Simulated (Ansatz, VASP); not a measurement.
# One calculation of BN, two programs

File INCAR:

```
PREC = Accurate
ENCUT = 520
EDIFF = 1E-6
ISMEAR = 0
SIGMA = 0.05
LREAL = F
LASPH = T
NELM = 80
ALGO = Normal
ISIF = 2
LWAVE = F
LCHARG = T
GGA = PE
IVDW = 12
LELF = T
LVHAR = T
NBANDS = 16
```

Contents of KPOINTS:

```
Automatic mesh
0
Gamma
  12 12 4
```

File POSCAR:

```
BN
1.0
    2.5061233057      0.0000000000      0.0000000000
   -1.2530616528      2.1703664477      0.0000000000
    0.0000000000      0.0000000000      6.5973571420
B N
2 2
Direct
    0.0221160809      0.0442321619      0.4708974373
    0.3333333333      0.6666666667      0.0000000000
    0.0000000000      0.0000000000      0.0000000000
    0.6666666667      0.3333333333      0.5000000000
```

Input for Ansatz:

```yaml
crystal:
  lattice:
    - [2.5061233057, 0.0, 0.0]
    - [-1.2530616528, 2.1703664477, 0.0]
    - [0.0, 0.0, 6.597357142]
  atoms:
    - { symbol: B, position: [0.0221160809, 0.0442321619, 0.4708974373] }
    - { symbol: B, position: [0.3333333333, 0.6666666667, 0.0] }
    - { symbol: "N", position: [0.0, 0.0, 0.0] }
    - { symbol: "N", position: [0.6666666667, 0.3333333333, 0.5] }
basis:
  ecutwfc: 420
kpoints:
  mp_grid: { grid: [12, 12, 4] }
hamiltonian:
  xc: pbe
  dispersion: d3bj
scf:
  occupations: { method: gaussian, width: 0.05 }
output:
  forces: true
  stress: true
  eigenvalues: true
```

Alike in both runs: task single point; functional PBE; dispersion D3(BJ); k mesh 12 × 12 × 4; occupations gaussian, width 0.05 eV; no spin polarisation.

|  | VASP | Ansatz |
| --- | --- | --- |
| version | VASP 6.6.1 | Ansatz 0.2.0 |
| potentials or method | VASP PAW PBE potentials, release 64 (B, N), cutoff 520 eV | scalar-relativistic, plane waves, PAW |
| valence electrons in the cell | 16 | 16 |

Ansatz gave:

```
gap on the k mesh at the Fermi level (eV)                     : 3.98
least direct gap on the mesh (eV)                             : 4.36
pressure (GPa)                                                : 0.3
traceless stress, the component that is largest in VASP (GPa) : 5.31
rms of the force components (eV/Å)                            : 1.615
```

Task: Which values does VASP return?

Result: gap on the k mesh at the Fermi level (eV): 3.97; least direct gap on the mesh (eV): 4.35; pressure (GPa): 0.3; traceless stress, the component that is largest in VASP (GPa): 5.44; rms of the force components (eV/Å): 1.615.

Atom by atom the forces differ by 0.004 eV/Å (rms over components).
